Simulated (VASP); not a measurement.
# Sc2BP3 (R-3m) in VASP: further runs, part 2 of 2

VASP 6.6.1. Earlier steps stand in the parts before.

## (4) Relaxation of cell and atoms, PBE

This run uses another cell than the first one, of 17.76 Å³/atom.

INCAR

```
SYSTEM = Sc2BP3
ALGO = Normal ; EDIFF = 1E-6
EDIFFG = -0.04 ; ENCUT = 600
GGA = PE ; IBRION = 2
ISIF = 3 ; ISMEAR = 0
LASPH = .True. ; LCHARG = .False.
LREAL = .False. ; LWAVE = .False.
NELM = 100 ; NSW = 90
PREC = Accurate ; SIGMA = 0.1
```

KPOINTS

```
k-points
0
Gamma
  6 6 6
  0 0 0
```

POSCAR

```
Sc2BP3
1.0
    2.6373263700      1.5226610900      4.4234899100
   -2.6373263700      1.5226610900      4.4234899100
    0.0000000000     -3.0453221800      4.4234899100
Sc B P
2 1 3
Direct
    0.1249960000      0.1249960000      0.1249960000
    0.8750040000      0.8750040000      0.8750040000
    0.5000000000      0.5000000000      0.5000000000
    0.0000000000      0.5000000000      0.5000000000
    0.5000000000      0.0000000000      0.5000000000
    0.5000000000      0.5000000000      0.0000000000
```

Potentials or basis: VASP PAW PBE potentials, release 64 (Sc_sv, B, P).

On the command line:

```
cat potpaw_PBE.64/Sc_sv/POTCAR potpaw_PBE.64/B/POTCAR potpaw_PBE.64/P/POTCAR > POTCAR
mpirun -np 1 vasp_std > vasp.out
```

OUTCAR:

```text
SYSTEM = Sc2BP3
   EDIFF = 1E-6
   EDIFFG = -0.04
   ENCUT = 600
   GGA = PE
   IBRION = 2
   ISIF = 3
   ISMEAR = 0
   LASPH = .True.
   LREAL = .False.
   NELM = 100
   NSW = 90
   PREC = Accurate

 ion  position               nearest neighbor table
   1  0.125  0.125  0.125-   6 3.12   6 3.12   4 3.12   4 3.12   5 3.12   5 3.12   4 3.16   5 3.16
                             6 3.16   2 3.24   2 3.24   2 3.24   2 3.32
   2  0.875  0.875  0.875-   6 3.12   6 3.12   4 3.12   5 3.12   4 3.12   5 3.12   4 3.16   5 3.16
                             6 3.16   1 3.24   1 3.24   1 3.24   1 3.32
   3  0.500  0.500  0.500-
   4  0.000  0.500  0.500-   5 2.64   5 2.64   6 2.64   6 2.64   2 3.12   1 3.12   2 3.12   1 3.12
                             1 3.16   2 3.16
   5  0.500  0.000  0.500-   4 2.64   4 2.64   6 2.64   6 2.64   1 3.12   2 3.12   2 3.12   1 3.12
                             1 3.16   2 3.16
   6  0.500  0.500  0.000-   4 2.64   5 2.64   5 2.64   4 2.64   2 3.12   1 3.12   2 3.12   1 3.12
                             1 3.16   2 3.16

  LATTYP: Found a trigonal (rhomboedric) cell.
 ALAT       =     5.3704050276
 COS(alpha) =     0.5176706734

  Lattice vectors:

 A1 = (   2.6373263700,   1.5226610900,   4.4234899100)
 A2 = (  -2.6373263700,   1.5226610900,   4.4234899100)
 A3 = (   0.0000000000,  -3.0453221800,   4.4234899100)

Analysis of symmetry for initial positions (statically):
=====================================================================
 Subroutine PRICEL returns:
 Original cell was already a primitive cell.

 Routine SETGRP: Setting up the symmetry group for a
 trigonal (rhombohedral) supercell.

 Subroutine GETGRP returns: Found 12 space group operations
 (whereof 12 operations were pure point group operations)
 out of a pool of 12 trial point group operations.

The static configuration has the point symmetry D_3d.

Analysis of symmetry for dynamics (positions and initial velocities):
=====================================================================
 Subroutine PRICEL returns:
 Original cell was already a primitive cell.

 Routine SETGRP: Setting up the symmetry group for a
 trigonal (rhombohedral) supercell.

 Subroutine GETGRP returns: Found 12 space group operations
 (whereof 12 operations were pure point group operations)
 out of a pool of 12 trial point group operations.

The dynamic configuration has the point symmetry D_3d.

 Subroutine INISYM returns: Found 12 space group operations
 (whereof 12 operations are pure point group operations),
 and found     1 'primitive' translations

----------------------------------------------------------------------------------------

                                     Primitive cell

  volume of cell :     106.5819

  direct lattice vectors                    reciprocal lattice vectors
     2.637326370  1.522661090  4.423489910     0.189585940  0.109457494  0.075355283
    -2.637326370  1.522661090  4.423489910    -0.189585940  0.109457494  0.075355283
     0.000000000 -3.045322180  4.423489910     0.000000000 -0.218914987  0.075355283

  length of vectors
     5.370405028  5.370405028  5.370405028     0.231521469  0.231521469  0.231521468

  position of ions in fractional coordinates (direct lattice)
     0.124996000  0.124996000  0.124996000
     0.875004000  0.875004000  0.875004000
     0.500000000  0.500000000  0.500000000
     0.000000000  0.500000000  0.500000000
     0.500000000  0.000000000  0.500000000
[... 74 lines left out ...]
   ISTART =      0    job   : 0-new  1-cont  2-samecut
   ICHARG =      2    charge: 1-file 2-atom 10-const
   ISPIN  =      1    spin polarized calculation?
   LNONCOLLINEAR =      F non collinear calculations
   LSORBIT =      F    spin-orbit coupling
   LASPH  =      T    aspherical Exc in radial PAW
   ENCUT  =  600.0 eV  44.10 Ry    6.64 a.u.  10.73 10.73 10.73*2*pi/ulx,y,z
   NELM   =    100;   NELMIN=  2; NELMDL= -5     # of ELM steps
   EDIFF  = 0.1E-05   stopping-criterion for ELM
   LREAL  =      F    real-space projection
   EDIFFG = -.4E-01   stopping-criterion for IOM
   NSW    =     90    number of steps for IOM
   IBRION =      2    ionic relax: 0-MD 1-quasi-New 2-CG
   NFREE  =      1    steps in history (QN), initial steepest desc. (CG)
   ISIF   =      3    stress and relaxation
   ISYM   =      2    0-nonsym 1-usesym 2-fastsym
   POTIM  = 0.5000    time-step for ionic-motion
   TEBEG  =    0.0;   TEEND  =   0.0 temperature during run
   PSTRESS=    0.0 pullay stress
   NELECT =      40.0000    total number of electrons
   NUPDOWN=      -1.0000    fix difference up-down
   EMIN   =  10.00;   EMAX   =-10.00  energy-range for DOS
   EFERMI =   0.00;   METHOD = LEGACY
   ISMEAR =     0;   SIGMA  =   0.10  broadening in eV -4-tet -1-fermi 0-gaus
   EFERMI_NEDOS =   21; number of points for ismear=-14 and -15
   IALGO  =     38    algorithm
   IMIX   =      4    mixing-type and parameters
     AMIX     =   0.40;   BMIX     =  1.00
     AMIX_MAG =   1.60;   BMIX_MAG =  1.00
  volume/ion in A,a.u.               =      17.76       119.88
  Fermi-wavevector in a.u.,A,eV,Ry     =   1.180865  2.231512 18.972546  1.394443
  Thomas-Fermi vector in A             =   2.317150
   LORBIT       =      0    0 simple, 1 ext, 2 COOP (PROOUT), +10 PAW based schemes
   GGA     = PE    functional components
   LHFCALC =     F    Hartree Fock is set to
   AEXX    =    0.0000 exact exchange contribution
   IVDW    =     0    specifies the selected vdW correction
   LEPSILON=     F    determine dielectric tensor
   LRPA    =     F    only Hartree local field effects (RPA)
 conjugate gradient relaxation of ions
 non-spin polarized calculation
 Gauss-broadening in eV      SIGMA  =   0.10
  energy-cutoff  :      600.00
  volume of cell :      106.58
 maximum number of plane-waves:      3578
 NGX is ok and might be reduce to    48
   NGX = 21   NGY = 21   NGZ = 21

--------------------------------------- Ionic step        1  -------------------------------------------

 number of electron      40.0000000 magnetization

 Free energy of the ion-electron system (eV)
  ---------------------------------------------------
  ext. energy  EPLUGINS =         0.00000000
  ---------------------------------------------------
  free energy    TOTEN  =       -33.92691260 eV

  energy without entropy =      -33.88451149  energy(sigma->0) =      -33.90571204

------------------------ aborting loop because EDIFF is reached ----------------------------------------

  FORCE on cell =-STRESS in cart. coord.  units (eV):
  Direction    XX          YY          ZZ          XY          YZ          ZX
  --------------------------------------------------------------------------------------
  -------------------------------------------------------------------------------------
  Total       -7.4757228     -7.4757228     -8.8060834      0.0000000      0.0000000      0.0000000
  in kB     -112.3777548   -112.3777549   -132.3762152      0.0000000      0.0000000      0.0000000
  external PRESSURE =    -119.0439083 kB  Pullay stress =       0.0000000 kB
[... 101 lines left out ...]
  FREE ENERGIE OF THE ION-ELECTRON SYSTEM (eV)
  ---------------------------------------------------
  free  energy   TOTEN  =       -34.8147175684 eV

  energy  without entropy=      -34.7783255964  energy(sigma->0) =      -34.79652158

[... ionic steps 4 to 14 ...]

--------------------------------------- Ionic step       15  -------------------------------------------

 number of electron      40.0000000 magnetization

------------------------ aborting loop because EDIFF is reached ----------------------------------------
[... 75 lines left out ...]
--------------------------------------- Ionic step       17  -------------------------------------------

 number of electron      40.0000000 magnetization

 Free energy of the ion-electron system (eV)
  ---------------------------------------------------
  ext. energy  EPLUGINS =         0.00000000
  ---------------------------------------------------
  free energy    TOTEN  =       -35.70033863 eV

  energy without entropy =      -35.67168910  energy(sigma->0) =      -35.68601387

 E-fermi :   8.2693     XC(G=0): -11.3037

 val. band max:        8.2640788458   @ k =   0.5000   0.3333   0.3333
 cond. band min:       8.2796443098   @ k =   0.1667   0.1667   0.0000
 fundamental gap:      0.0155654640
 Fermi energy:         8.2692986856

 k-point     1 :       0.0000    0.0000    0.0000
  band No.  band energies     occupation
      1     -41.4325      2.00000
      2     -41.3408      2.00000
      3     -20.2405      2.00000
      4     -20.1762      2.00000
      5     -20.1762      2.00000
      6     -20.0329      2.00000
[... 637 lines left out ...]
     23       8.9287      0.00000
     24       9.7037      0.00000

 [... further k-points ...]
[... 5 lines left out ...]
  --------------------------------------------------------------------------------------
  -------------------------------------------------------------------------------------
  Total       -0.0744904     -0.0744904     -0.0358072     -0.0000000      0.0000000      0.0000000
  in kB       -1.3588003     -1.3588003     -0.6531689     -0.0000000      0.0000000      0.0000000
  external PRESSURE =      -1.1235899 kB  Pullay stress =       0.0000000 kB
[... 21 lines left out ...]
  FREE ENERGIE OF THE ION-ELECTRON SYSTEM (eV)
  ---------------------------------------------------
  free  energy   TOTEN  =       -35.7003386333 eV

  energy  without entropy=      -35.6716891018  energy(sigma->0) =      -35.68601387

 reached required accuracy - stopping structural energy minimisation
```

It took 21 min on 1 thread of AMD EPYC 9R14 (Zen 4), shared host; peak memory 0.38 GiB.

What came out:

| Quantity | Value |
| --- | --- |
| Free energy | -35.7003 eV |
| Relaxed volume | 14.64 Å³/atom |
| Relaxed cell | a = 4.688 Å, b = 4.688 Å, c = 4.688 Å, α = 69.91°, β = 69.91°, γ = 69.91° |
| Space group after relaxing (to 0.1 Å) | R-3m (No. 166) |
| Energy gained by relaxing | 295.6 meV/atom |
| Ionic steps | 17 |
| Pressure after relaxing | -0.1 GPa |
| Largest force after relaxing | 0.020 eV/Å |
| Band gap on the k mesh | zero (bands 20 and 21 overlap by 1.07 eV) |

Forces in eV/Å, atoms in the order of the input:
```
Sc   0.000  0.000 -0.020
Sc   0.000  0.000  0.020
B    0.000  0.000  0.000
P    0.000  0.000  0.000
P    0.000  0.000  0.000
P    0.000  0.000  0.000
```

The path:
| step | energy change (eV) | largest force (eV/Å) | pressure (GPa) | volume (Å³) |
| --- | --- | --- | --- | --- |
| 1 | 0.0000 | 0.1464 | -11.90 | 106.58 |
| 2 | -0.8830 | 0.1442 | -0.87 | 87.49 |
| 3 | -0.8878 | 0.1434 | 0.25 | 86.28 |
| 4 | -0.9995 | 0.1432 | 0.39 | 85.50 |
| 5 | -1.4141 | 1.1956 | 2.94 | 82.73 |
| 6 | 0.4007 | 2.6793 | 24.90 | 75.18 |
| 7 | -1.4731 | 1.3084 | 4.16 | 81.95 |
| 8 | -1.5243 | 1.2995 | 3.88 | 82.34 |
| 9 | -1.5827 | 1.2513 | 3.98 | 83.41 |
| 10 | -1.6495 | 1.0360 | 2.62 | 84.64 |
| 11 | -1.7482 | 0.4770 | -0.99 | 88.39 |
| 12 | -1.7515 | 0.3934 | -1.58 | 89.13 |
| 13 | -1.7646 | 0.2273 | -0.77 | 88.45 |
| 14 | -1.7707 | 0.0221 | 0.27 | 87.65 |
| 15 | -1.7707 | 0.0077 | 0.34 | 87.59 |
| 16 | -1.7726 | 0.0048 | 0.14 | 87.70 |
| 17 | -1.7734 | 0.0197 | -0.11 | 87.83 |

Final structure:
```
Sc B P
1.0
     2.68576    1.55062    3.51504
    -2.68576    1.55062    3.51504
     0.00000   -3.10125    3.51504
Sc B P
2 1 3
Direct
  0.13599 0.13599 0.13599
  0.86401 0.86401 0.86401
  0.50000 0.50000 0.50000
  0.00000 0.50000 0.50000
  0.50000 0.00000 0.50000
  0.50000 0.50000 0.00000
```

Caveat: the volume moved by over 15 % at a fixed basis, so the end points are rough.

## (5) Single point, PBE

This run uses another cell than the first one, of 14.64 Å³/atom.

INCAR

```
PREC = Accurate
ENCUT = 520
EDIFF = 1E-6
ISMEAR = 0
SIGMA = 0.1
LREAL = F
LASPH = T
NELM = 100
ALGO = Normal
ISIF = 2
LWAVE = F
LCHARG = F
GGA = PE
NBANDS = 29
```

KPOINTS

```
regular mesh
0
Gamma
  12 12 12
```

POSCAR

```
Sc2BP3
1.0
    2.6879494593      1.5518883439      3.5106536305
   -2.6879494593      1.5518883439      3.5106536305
    0.0000000000     -3.1037766878      3.5106536305
Sc B P
2 1 3
Direct
    0.1362850649      0.1362850649      0.1362850649
    0.8637149351      0.8637149351      0.8637149351
    0.5000000000      0.5000000000      0.5000000000
    0.0000000000      0.5000000000      0.5000000000
    0.5000000000      0.0000000000      0.5000000000
    0.5000000000      0.5000000000      0.0000000000
```

Potentials or basis: VASP PAW PBE potentials, release 64 (Sc_sv, B, P).

On the command line:

```
cat potpaw_PBE.64/Sc_sv/POTCAR potpaw_PBE.64/B/POTCAR potpaw_PBE.64/P/POTCAR > POTCAR
mpirun -np 1 vasp_std > vasp.out
```

OUTCAR:

```text
PREC = Accurate
   ENCUT = 520
   EDIFF = 1E-6
   ISMEAR = 0
   LREAL = F
   LASPH = T
   NELM = 100
   ISIF = 2
   GGA = PE

 ion  position               nearest neighbor table
   1  0.136  0.136  0.136-   4 2.59   5 2.59   6 2.59   2 2.87   6 3.05   6 3.05   4 3.05   4 3.05
                             5 3.05   5 3.05   2 3.17   2 3.17   2 3.17
   2  0.864  0.864  0.864-   4 2.59   5 2.59   6 2.59   1 2.87   6 3.05   6 3.05   4 3.05   5 3.05
                             4 3.05   5 3.05   1 3.17   1 3.17   1 3.17
   3  0.500  0.500  0.500-   4 2.34   5 2.34   5 2.34   4 2.34   6 2.34   6 2.34
   4  0.000  0.500  0.500-   3 2.34   3 2.34   1 2.59   2 2.59   5 2.69   5 2.69   6 2.69   6 2.69
                             1 3.05   2 3.05   1 3.05   2 3.05
   5  0.500  0.000  0.500-   3 2.34   3 2.34   1 2.59   2 2.59   4 2.69   4 2.69   6 2.69   6 2.69
                             2 3.05   1 3.05   2 3.05   1 3.05
   6  0.500  0.500  0.000-   3 2.34   3 2.34   1 2.59   2 2.59   4 2.69   5 2.69   5 2.69   4 2.69
                             2 3.05   1 3.05   2 3.05   1 3.05

  LATTYP: Found a trigonal (rhomboedric) cell.
 ALAT       =     4.6859490651
 COS(alpha) =     0.3419224649

  Lattice vectors:

 A1 = (   2.6879494593,   1.5518883439,   3.5106536305)
 A2 = (  -2.6879494593,   1.5518883439,   3.5106536305)
 A3 = (   0.0000000000,  -3.1037766878,   3.5106536305)

[... 183 lines left out ...]

 val. band max:        8.2510208271   @ k =  -0.3333   0.1667   0.0000
 cond. band min:       8.2588341858   @ k =  -0.1667  -0.4167   0.0833
 fundamental gap:      0.0078133587
 Fermi energy:         8.2557409019

 k-point     1 :       0.0000    0.0000    0.0000
  band No.  band energies     occupation
      1     -41.4386      2.00000
      2     -41.3476      2.00000
      3     -20.2437      2.00000
      4     -20.1832      2.00000
      5     -20.1832      2.00000
      6     -20.0397      2.00000
[... 757 lines left out ...]
     28      11.5078      0.00000
     29      11.7488      0.00000

 [... further k-points ...]
[... 5 lines left out ...]
  --------------------------------------------------------------------------------------
  -------------------------------------------------------------------------------------
  Total        0.0358722      0.0358722      0.1068401      0.0000000      0.0000000      0.0000000
  in kB        0.6541064      0.6541064      1.9481571      0.0000000      0.0000000      0.0000000
  external PRESSURE =       1.0854566 kB  Pullay stress =       0.0000000 kB

 VOLUME and BASIS-vectors are now :
 -----------------------------------------------------------------------------
  energy-cutoff  :      520.00
  volume of cell :       87.87
      direct lattice vectors                 reciprocal lattice vectors
     2.687949459  1.551888344  3.510653630     0.186015402  0.107396043  0.094949080
    -2.687949459  1.551888344  3.510653630    -0.186015402  0.107396043  0.094949080
     0.000000000 -3.103776688  3.510653630     0.000000000 -0.214792085  0.094949080

 POSITION                                       TOTAL-FORCE (eV/Angst)
 -----------------------------------------------------------------------------------
      0.00000      0.00000      1.43535         0.000000     -0.000000     -0.019025
      0.00000      0.00000      9.09661         0.000000      0.000000      0.019025
      0.00000      0.00000      5.26598        -0.000000     -0.000000     -0.000000
     -1.34397     -0.77594      3.51065         0.000000     -0.000000     -0.000000
      1.34397     -0.77594      3.51065        -0.000000     -0.000000     -0.000000
      0.00000      1.55189      3.51065         0.000000     -0.000000     -0.000000
 -----------------------------------------------------------------------------------
    total drift:                               -0.000000     -0.000000      0.000000

  FREE ENERGIE OF THE ION-ELECTRON SYSTEM (eV)
  ---------------------------------------------------
  free  energy   TOTEN  =       -35.7175242444 eV

  energy  without entropy=      -35.6968666247  energy(sigma->0) =      -35.70719543
```

Run time: 6.3 min. Hardware: 1 thread of AMD EPYC 9R14 (Zen 4), shared host; peak memory 0.49 GiB.

Results:

```yaml
Free_energy: -35.7175 eV
Pressure: 0.1 GPa
Largest_force: 0.019 eV/Å
Band_gap_on_the_k_mesh: zero (bands 20 and 21 overlap by 1.17 eV)
```

Forces in eV/Å, atoms in the order of the input:
```
Sc   0.000  0.000 -0.019
Sc   0.000  0.000  0.019
B    0.000  0.000  0.000
P    0.000  0.000  0.000
P    0.000  0.000  0.000
P    0.000  0.000  0.000
```

Stress tensor (GPa, compression positive):
```
0.07 0.00 0.00
0.00 0.07 0.00
0.00 0.00 0.19
```

## (6) Overview

```csv
task,cell,k mesh,cutoff (eV),gap on the mesh (eV),pressure (GPa),largest force (eV/Å)
single point,"a = 4.683 Å, angles 69.9°, 6 atoms, atomic positions A",6 × 6 × 6,520,none,0.1,0.02
single point,"a = 5.370 Å, angles 58.8°, 6 atoms, atomic positions B",6 × 6 × 6,520,none,-11.9,0.15
relaxation of cell and atoms,"relaxed from a = 5.370 Å, angles 58.8°, 6 atoms, atomic positions B",6 × 6 × 6,600,none,-0.1,0.02
single point,"a = 4.686 Å, angles 70.0°, 6 atoms, atomic positions C",12 × 12 × 12,520,none,0.1,0.02
```

Alike in all rows: level PBE; potentials or basis VASP PAW PBE potentials, release 64 (Sc_sv, B, P); no spin polarisation; smearing gaussian 0.1 eV.

Caveats: the cell stands under tension (at least some runs); the volume moved by over 15 % at a fixed basis, so the end points are rough (at least some runs).

Total energies depend on the potentials used, so only differences within one code and one set of settings carry meaning.

The gap in the log of VASP goes by the Fermi energy; the results here count the filled bands.